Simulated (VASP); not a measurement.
## H: single point with LDA

H:

```
H
1.0
     0.00000    1.49435    1.49435
     1.49435    0.00000    1.49435
     1.49435    1.49435    0.00000
H
2
Direct
  0.00000 0.00000 0.00000
  0.25000 0.25000 0.25000
```

```json
{
  "Program": "VASP 6.6.1",
  "Task": "single point",
  "Functional": "LDA",
  "Potentials or basis": "VASP PAW LDA potentials, release 64 (H)",
  "Cutoff": "520 eV",
  "k mesh": "15 × 15 × 15",
  "Occupations": "fermi-dirac, width 0.136057 eV",
  "Spin": "no spin polarisation",
  "Dipole correction": "no",
  "Further INCAR settings": "ALGO = Normal; EDIFF = 1e-07; NBANDS = 8"
}
```

```
Pressure               : -0.1 GPa
Band gap on the k mesh : zero (band 1 reaches 2.06 eV, above the bottom of band 2 at 1.95 eV)
```

Levels at points of the mesh, in eV from the Fermi level:
```csv
k point,band 1,band 2,band 3,band 4
"(0.00, 0.00, 0.00)",-15.59,22.34,30.91,37.60
```

Wall time 1.8 s on 1 thread of Intel(R) Xeon(R) 6975P-C (Granite Rapids) (shared host), peak memory 0.1 GiB.
